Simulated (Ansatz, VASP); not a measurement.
# One calculation of CrBiF3, two programs

```xyz
5
Lattice="4.6735 0.0000 0.0000 0.0000 4.6735 0.0000 0.0000 0.0000 4.6735" Properties=species:S:1:pos:R:3 pbc="T T T"
Cr    0.0000    0.0000    0.0000
Bi    2.3367    2.3367    2.3367
F     2.3367    2.3367    0.0000
F     2.3367    0.0000    2.3367
F     0.0000    2.3367    2.3367
```

Change from the starting cell: species swapped into the Ti3InC type (Pm-3m, No. 221).

Alike in both runs: functional PBE; k mesh 4 × 4 × 4; occupations gaussian, width 0.1 eV; collinear spin.

Ansatz relaxed the structure, and its values are those at the end. VASP's run is a single point on that final structure, the one shown.

```csv
,VASP,Ansatz
version,VASP 6.6.1,Ansatz 0.2.0
potentials or method,"VASP PAW PBE potentials, release 64 (Cr_pv, Bi_d, F), cutoff 520 eV","scalar-relativistic, plane waves, PAW"
valence electrons in the cell,48,50
```

```csv
,VASP,Ansatz,Ansatz less VASP
gap on the k mesh at the Fermi level (eV),none,none,-
pressure (GPa),0.2,0.3,+0.15
net moment per atom (μB),1.17,1.17,0.000
size of the moment on the site where the two differ most (μB),4.49,4.81,+0.319
```

Site moments also hang on the region over which each program counts them. A gap of «none» marks a metal or a gap that the smearing closes. With one functional, cell and mesh, what is left measures potentials, basis and numerics. VASP's potentials hold 48 valence electrons a cell and Ansatz's 50, so a difference there can come from the potentials and not from the codes.

Neither program's run includes spin-orbit coupling.
